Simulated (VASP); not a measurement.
Wanted: the native input for a VASP 6.6.1 run.

| Quantity | Value |
| --- | --- |
| Task | single point |
| Functional | PBE |
| Potentials or basis | VASP PAW PBE potentials, release 64 (Cd, S) |
| Cutoff | 500 eV |
| k mesh | 8 × 8 × 8 |
| Occupations | gaussian, width 0.02 eV |
| Spin | no spin polarisation |
| Dipole correction | no |
| Further INCAR settings | ALGO = Normal; EDIFF = 1e-06; NBANDS = 16 |

The structure of CdS (ha.bA) lies in POSCAR:

```
CdS
1.0
    0.0000000000      2.9634773864      2.9634773864
    2.9634773864      0.0000000000      2.9634773864
    2.9634773864      2.9634773864      0.0000000000
Cd S
1 1
Direct
    0.0000000000      0.0000000000      0.0000000000
    0.2500000000      0.2500000000      0.2500000000
```

One way to write it, as run:

INCAR

```
SYSTEM = CdS
ALGO = Normal
EDIFF = 1E-6
ENCUT = 500
GGA = PE
GGA_COMPAT = .False.
ISIF = 2
ISMEAR = 0
LASPH = .True.
LCHARG = .False.
LREAL = .False.
LWAVE = .False.
NBANDS = 16
NELM = 120
PREC = Accurate
SIGMA = 0.02
```

KPOINTS

```
k-points
0
Gamma
  8 8 8
  0 0 0
```

Potentials or basis: VASP PAW PBE potentials, release 64 (Cd, S).

Launch:

```sh
$ cat potpaw_PBE.64/Cd/POTCAR potpaw_PBE.64/S/POTCAR > POTCAR
$ mpirun -np 1 vasp_std > vasp.out
```

Results of the run:

```
Pressure               : 0.3 GPa
Band gap on the k mesh : 1.04 eV, direct
```

Run time: 36 s on 1 thread of Intel Xeon 8259CL (shared host), peak memory 0.18 GiB.
